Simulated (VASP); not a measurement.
Input of a VASP 6.6.1 run:

File INCAR:

```
SYSTEM = SbW
ALGO = Normal
EDIFF = 1E-6
ENCUT = 520
GGA = PE
ISIF = 2
ISMEAR = -1
LASPH = .True.
LCHARG = .False.
LREAL = .False.
LWAVE = .False.
NBANDS = 16
NELM = 100
PREC = Accurate
SIGMA = 0.08
```

The input KPOINTS:

```
k-points
0
Gamma
  12 12 12
  0 0 0
```

Contents of POSCAR:

```
SbW
1.0
    3.2382828660      0.0000000000      0.0000000000
    0.0000000000      3.2382828660      0.0000000000
    0.0000000000      0.0000000000      3.2382828660
W Sb
1 1
Direct
    0.0000000000      0.0000000000      0.0000000000
    0.5000000000      0.5000000000      0.5000000000
```

Potentials or basis: VASP PAW PBE potentials, release 64 (W_sv, Sb).

The run is started by

```sh
$ cat potpaw_PBE.64/W_sv/POTCAR potpaw_PBE.64/Sb/POTCAR > POTCAR
$ mpirun -np 1 vasp_std > vasp.out
```

(1) What does it give for the pressure?

(2) Estimate the band gap on the k mesh.

Results:

(1) 18.1 GPa.

(2) zero (an odd number of electrons rules out a gap without spin polarisation).

Caveat: the cell stands under pressure; spin-orbit coupling is left out, which moves the levels of the heavy elements.
